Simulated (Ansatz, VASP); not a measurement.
Ir: VASP beside Ansatz

```
CELL_PARAMETERS angstrom
2.75138 0.00000 0.00000
-1.37569 2.38276 0.00000
0.00000 0.00000 4.46229
ATOMIC_POSITIONS crystal
Ir 0.66667 0.33333 0.75000
Ir 0.33333 0.66667 0.25000
```

Alike in both runs: task single point; functional r2SCAN; k mesh 14 × 14 × 8; occupations fermi-dirac, width 0.08 eV; collinear spin.

|  | VASP | Ansatz |
| --- | --- | --- |
| version | VASP 6.6.1 | Ansatz 0.2.0 |
| potentials or method | VASP PAW PBE potentials, release 64 (Ir_sv_GW) | PAW with Ansatz's default frozen-core files, scalar-relativistic |
| plane-wave cutoff (eV) | 550 | 500 |
| valence electrons in the cell | 34 | 34 |

|  | VASP | Ansatz | Ansatz less VASP |
| --- | --- | --- | --- |
| pressure (GPa) | -10.7 | -8.6 | +2.10 |
| traceless stress, the component that is largest in VASP (GPa) | -0.49 | -0.48 | +0.007 |
| net moment per atom (μB) | 0.00 | 0.00 | 0.000 |

VASP's potentials were made for PBE, not for r2SCAN. Ansatz's warnings: seeded moment not kept, stability check not made.

Neither program's run includes spin-orbit coupling.
